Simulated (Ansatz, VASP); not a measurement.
# Two plane-wave programs on P

```
P
1.0
    -1.72050    2.60624    1.94433
     1.77118   -2.63747    2.03270
     1.66195    2.59809   -1.98658
P
2
Direct
  0.78995 0.03421 0.76381
  0.21005 0.96579 0.23619
```

Change from the starting cell: all atoms moved at random, cell strained at random.

Alike in both runs: task single point; functional PBEsol; k mesh 12 × 14 × 14; occupations gaussian, width 0.1 eV; no spin polarisation.

```csv
,VASP,Ansatz
version,VASP 6.6.1,Ansatz 0.2.0
potentials or method,"VASP PAW PBE potentials, release 64 (P), cutoff 520 eV","scalar-relativistic, plane waves, PAW"
valence electrons in the cell,10,10
```

Ansatz gave:

| Property | Result |
| --- | --- |
| gap on the k mesh at the Fermi level (eV) | none |
| pressure (GPa) | -13.4 |
| traceless stress, the component that is largest in VASP (GPa) | -5.57 |
| rms of the force components (eV/Å) | 0.740 |

Task: Which values does VASP return?

Result: gap on the k mesh at the Fermi level (eV): none; pressure (GPa): -13.4; traceless stress, the component that is largest in VASP (GPa): -5.60; rms of the force components (eV/Å): 0.752.

VASP's potentials were made for PBE, not for PBEsol. Atom by atom the forces differ by 0.011 eV/Å (rms over components). A gap of «none» marks a metal or a gap that the smearing closes. With one functional, cell and mesh, what is left measures potentials, basis and numerics.
